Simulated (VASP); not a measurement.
Set up this calculation in VASP 6.6.1, as the native input.

```
Task                   : single point
Functional             : LDA
Potentials or basis    : VASP PAW LDA potentials, release 64 (Mg, O)
Cutoff                 : 520 eV
k mesh                 : 4 × 4 × 4
Occupations            : gaussian, width 0.05 eV
Spin                   : no spin polarisation
Dipole correction      : no
Further INCAR settings : ALGO = Normal; EDIFF = 1e-07; NBANDS = 36
```

The structure of MgO lies in POSCAR:

```
MgO
1.0
    5.5230736673      0.0000000000      0.0000000000
    0.0000000000      5.5230736673      0.0000000000
    0.0000000000      0.0000000000      5.5230736673
Mg O
6 6
Direct
    0.2500000000     -0.0211748472      0.5000000000
    0.0000000000      0.5211748472      0.2500000000
    0.5000000000      0.7500000000      0.0000000000
    0.7500000000     -0.0211748472      0.5000000000
    0.0000000000      0.5211748472      0.7500000000
    0.5000000000      0.2500000000      0.0000000000
    0.2500000000      0.4800132067      0.0000000000
    0.5000000000      0.0199867933      0.2500000000
    0.0000000000      0.7500000000      0.5000000000
    0.7500000000      0.4800132067      0.0000000000
    0.5000000000      0.0199867933      0.7500000000
    0.0000000000      0.2500000000      0.5000000000
```

This cell differs from its parent crystal: atoms displaced along a vibrational mode.

The input as run:

INCAR

```
SYSTEM = MgO
  ALGO = Normal
  EDIFF = 1E-7
  ENCUT = 520
  ISIF = 2
  ISMEAR = 0
  LASPH = .TRUE.
  LCHARG = .FALSE.
  LREAL = .FALSE.
  LWAVE = .FALSE.
  NBANDS = 36
  NELM = 80
  PREC = Accurate
  SIGMA = 0.05
```

KPOINTS

```
k-points
0
G
  4 4 4
  0 0 0
```

Potentials or basis: VASP PAW LDA potentials, release 64 (Mg, O).

Run with:

```console
$ cat potpaw_LDA.64/Mg/POTCAR potpaw_LDA.64/O/POTCAR > POTCAR
$ mpirun -np 1 vasp_std > vasp.out
```

It gave:

```json
{
  "Pressure": "0.0 GPa",
  "Largest force": "2.343 eV/Å",
  "Band gap on the k mesh": "2.49 eV (least direct gap 2.53 eV)"
}
```

Caveat: the cell differs from its parent crystal (atoms displaced along a vibrational mode); forces of over 1 eV/Å act on the atoms, so gaps and moduli don't describe the material at rest.

Run time: 2.7 min on 1 thread of Intel Xeon 8259CL, on a shared host, peak memory 0.25 GiB.
